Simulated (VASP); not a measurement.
Wanted: the native input for a VASP 6.6.1 run.

```
Task                   : single point
Functional             : PBE
Dispersion             : D3(BJ)
Potentials or basis    : VASP PAW PBE potentials, release 64 (C)
Cutoff                 : 520 eV
k mesh                 : 4 × 4 × 4
Occupations            : fermi-dirac, width 0.4188 eV
Spin                   : no spin polarisation
Dipole correction      : no
Further INCAR settings : LREAL = Auto; ALGO = Normal; EDIFF = 1e-07; NBANDS = 61
```

The structure of C lies in POSCAR:

```
C
1.0
    5.9111080000      0.1283830000     -0.2596240000
    0.1283830000      5.8482670000     -0.1913210000
   -0.2596240000     -0.1913210000      6.0554800000
C
22
Direct
    0.8388520141      0.4143970999      0.1372360652
    0.9740767971      0.7281906243      0.3763423365
    0.1994902424      0.8270895027      0.8827019974
    0.5046968916      0.2258389334      0.9856548550
    0.6262121885      0.0855517190      0.1334437819
    0.0611338985      0.2162352917      0.0522308783
    0.2181947061      0.3024055805      0.4440174324
    0.3969553280      0.7074422577      0.5042544488
    0.9504490935      0.5173593446      0.2923457721
    0.1219283272      0.0570612445      0.1853010505
    0.3986159066      0.4110556072      0.8749810700
    0.9076936316      0.9163048344      0.7407207419
    0.7975768000      0.8209120338      0.9313942123
    0.3255655507      0.4539208034      0.4252992313
    0.0976259574      0.1105595510      0.4675521587
    0.7717163461      0.6157932039      0.9467698063
    0.8922528851      0.1456357456      0.7279434114
    0.1697384782      0.8865409938      0.3470416378
    0.4635970666      0.7871698265      0.7895875069
    0.8041595195      0.8643764829      0.5325801881
    0.6721236528      0.9719396759      0.3239930950
    0.3337475608      0.6219322828      0.9096511538
```

One way to write it, as run:

INCAR

```
ALGO = Normal
EDIFF = 1E-7
ENCUT = 520
GGA = PE
ISIF = 2
ISMEAR = -1
IVDW = 12
LASPH = T
LCHARG = F
LREAL = Auto
LWAVE = F
NBANDS = 61
NELM = 60
PREC = Accurate
SIGMA = 0.4188
```

KPOINTS

```
k-points
0
Gamma
  4 4 4
```

Potentials or basis: VASP PAW PBE potentials, release 64 (C).

The run is started by

```sh
$ cat potpaw_PBE.64/C/POTCAR > POTCAR
$ mpirun -np 1 vasp_std > vasp.out
```

Results of the run:

- Pressure: 0.9 GPa
- Largest force: 18.708 eV/Å
- Band gap on the k mesh: zero (bands 44 and 45 overlap by 0.21 eV)
- Dispersion energy per atom: -0.155 eV

Caveat: the atoms stand as in a frame of molecular dynamics; so wide a smearing shifts energies and pressures.

It took 6.9 min on 1 thread of Intel(R) Xeon(R) 6975P-C (Granite Rapids), with other jobs on the host, peak memory 0.47 GiB.
